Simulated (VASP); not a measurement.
Input of a VASP 6.6.1 run:

File INCAR:

```
SYSTEM = Al5BN6
PREC = Accurate
ENCUT = 600
EDIFF = 1E-6
ISMEAR = 0
SIGMA = 0.02
LREAL = .FALSE.
LASPH = .TRUE.
NELM = 60
ALGO = Normal
ISIF = 3
LWAVE = .FALSE.
LCHARG = .FALSE.
GGA = PE
IBRION = 2
NSW = 100
EDIFFG = -0.01
```

File KPOINTS:

```
regular mesh
0
G
  10 10 4
  0 0 0
```

File POSCAR:

```
Al5BN6
1.0
    2.8529287879      0.0000000000      0.0000000000
    0.0000000000      2.8529287879      0.0000000000
    0.0000000000      0.0000000000     11.8372246639
Al B N
5 1 6
Direct
    0.0000000000      0.0000000000      0.8455960448
    0.0000000000      0.0000000000      0.1544039552
    0.5000000000      0.5000000000      0.3264638914
    0.0000000000      0.0000000000      0.5000000000
    0.5000000000      0.5000000000      0.6735361086
    0.5000000000      0.5000000000      0.0000000000
    0.0000000000      0.0000000000      0.0000000000
    0.5000000000      0.5000000000      0.1506130465
    0.0000000000      0.0000000000      0.3271145789
    0.5000000000      0.5000000000      0.5000000000
    0.0000000000      0.0000000000      0.6728854211
    0.5000000000      0.5000000000      0.8493869535
```

Potentials or basis: VASP PAW PBE potentials, release 64 (Al, B, N).

Command:

```sh
$ cat potpaw_PBE.64/Al/POTCAR potpaw_PBE.64/B/POTCAR potpaw_PBE.64/N/POTCAR > POTCAR
$ mpirun -np 1 vasp_std > vasp.out
```

(1) What does it give for the band gap on the k mesh?

(2) Predict the relaxed volume.

Answers

(1) 2.48 eV (least direct gap 2.74 eV).

(2) 8.02 Å³/atom.
